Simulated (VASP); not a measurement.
A run of VASP 6.6.1 is set up as follows.

Contents of POSCAR:

```
Cu
1.0
   -1.6349492445      1.6349492445      1.4698078249
    1.6349492445     -1.6349492445      1.4698078249
    1.6349492445      1.6349492445     -1.4698078249
Cu
1
Direct
    0.0000000000      0.0000000000      0.0000000000
```

The input INCAR.step1:

```
PREC = Accurate
ENCUT = 520
EDIFF = 1E-5
ISMEAR = -1
SIGMA = 0.05
LREAL = F
LASPH = T
NELM = 60
ALGO = Normal
ISIF = 2
LWAVE = T
LCHARG = F
GGA = PE
NBANDS = 12
```

INCAR.step2

```
PREC = Accurate
ENCUT = 520
EDIFF = 1E-7
ISMEAR = -1
SIGMA = 0.05
LREAL = F
LASPH = T
NELM = 60
ALGO = Normal
ISIF = 2
LWAVE = F
LCHARG = F
GGA = PE
LHFCALC = T
AEXX = 1.0
ALDAC = 0.0
AGGAC = 0.0
PRECFOCK = Normal
ISTART = 1
NBANDS = 12
```

KPOINTS

```
Automatic mesh
0
Gamma
  7 7 7
```

Potentials or basis: VASP PAW PBE potentials, release 64 (Cu).

Run with:

```bash
$ cat potpaw_PBE.64/Cu/POTCAR > POTCAR
$ cp INCAR.step1 INCAR
$ mpirun -np 1 vasp_std > vasp.out
$ cp INCAR.step2 INCAR
$ mpirun -np 1 vasp_std > vasp.out
```

(1) Estimate the band gap on the k mesh.

(2) Estimate the pressure.

Answers

(1) zero (an odd number of electrons rules out a gap without spin polarisation).

(2) -1.0 GPa.

Caveat: the k points lie up to 0.41 Å⁻¹ apart, too coarse for converged energies and pressures of a metal; the PAW data sets were made with another functional, which shifts forces and pressure a little.
